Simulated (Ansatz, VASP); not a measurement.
# One calculation of MgS, two programs

File INCAR:

```
SYSTEM = MgS
ALGO = Normal
EDIFF = 1E-8
ENCUT = 520
GGA = PE
ISIF = 2
ISMEAR = 0
LASPH = .True.
LCHARG = .False.
LEFG = .True.
LREAL = Auto
LWAVE = .False.
NBANDS = 46
NELM = 80
PREC = Accurate
SIGMA = 0.01
```

The input KPOINTS:

```
k-points
0
Gamma
  3 3 3
  0 0 0
```

POSCAR

```
MgS
1.0
    0.0000000000      5.2033000000      5.2033000000
    5.2033000000      0.0000000000      5.2033000000
    5.2033000000      5.2033000000      0.0000000000
Mg S
8 8
Direct
    0.0000000000      0.0000000000      0.0000000000
    0.0000000000      0.0000000000      0.5000000000
    0.0000000000      0.5000000000      0.0000000000
    0.0000000000      0.5000000000      0.5000000000
    0.5000000000      0.0000000000      0.0000000000
    0.5000000000      0.0000000000      0.5000000000
    0.5000000000      0.5000000000      0.0000000000
    0.5000000000      0.5000000000      0.5000000000
    0.2500000000      0.2500000000      0.2500000000
    0.2500000000      0.2500000000      0.7500000000
    0.2500000000      0.7500000000      0.2500000000
    0.2500000000      0.7500000000      0.7500000000
    0.7500000000      0.2500000000      0.2500000000
    0.7500000000      0.2500000000      0.7500000000
    0.7500000000      0.7500000000      0.2500000000
    0.7500000000      0.7500000000      0.7500000000
```

Input for Ansatz:

```yaml
crystal:
  lattice:
    - [0.0, 5.2033, 5.2033]
    - [5.2033, 0.0, 5.2033]
    - [5.2033, 5.2033, 0.0]
  atoms:
    - { symbol: Mg, position: [0.0, 0.0, 0.0] }
    - { symbol: Mg, position: [0.0, 0.0, 0.5] }
    - { symbol: Mg, position: [0.0, 0.5, 0.0] }
    - { symbol: Mg, position: [0.0, 0.5, 0.5] }
    - { symbol: Mg, position: [0.5, 0.0, 0.0] }
    - { symbol: Mg, position: [0.5, 0.0, 0.5] }
    - { symbol: Mg, position: [0.5, 0.5, 0.0] }
    - { symbol: Mg, position: [0.5, 0.5, 0.5] }
    - { symbol: S, position: [0.25, 0.25, 0.25] }
    - { symbol: S, position: [0.25, 0.25, 0.75] }
    - { symbol: S, position: [0.25, 0.75, 0.25] }
    - { symbol: S, position: [0.25, 0.75, 0.75] }
    - { symbol: S, position: [0.75, 0.25, 0.25] }
    - { symbol: S, position: [0.75, 0.25, 0.75] }
    - { symbol: S, position: [0.75, 0.75, 0.25] }
    - { symbol: S, position: [0.75, 0.75, 0.75] }
kpoints:
  mp_grid: { grid: [3, 3, 3] }
scf:
  occupations: { method: fixed }
hamiltonian:
  xc: pbe
  pseudopotentials: { kind: paw }
output:
  forces: true
  efg:
    quadrupole_moments_barn: { Mg: 0.1994, S: -0.0694 }
    contact_densities: true
  core_levels:
    shells: { S: "2p", Mg: "1s" }
    counted_from: valence_top
    eps_inf: [5.404, 5.404, 5.404]
```

Alike in both runs: task electric field gradients; functional PBE; k mesh 3 × 3 × 3; no spin polarisation.

```csv
,VASP,Ansatz
version,VASP 6.6.1,Ansatz 0.2.0
potentials or method,"VASP PAW PBE potentials, release 64 (Mg, S)","plane-wave PAW, scalar-relativistic"
plane-wave cutoff (eV),520,420
occupations,"gaussian, width 0.01 eV",fixed
valence electrons in the cell,64,128
```

```tsv
	VASP	Ansatz	Ansatz less VASP
gap on the k mesh at the Fermi level (eV)	2.77	2.79	+0.015
```

VASP's potentials hold 64 valence electrons a cell and Ansatz's 128, so a difference there can come from the potentials and not from the codes.
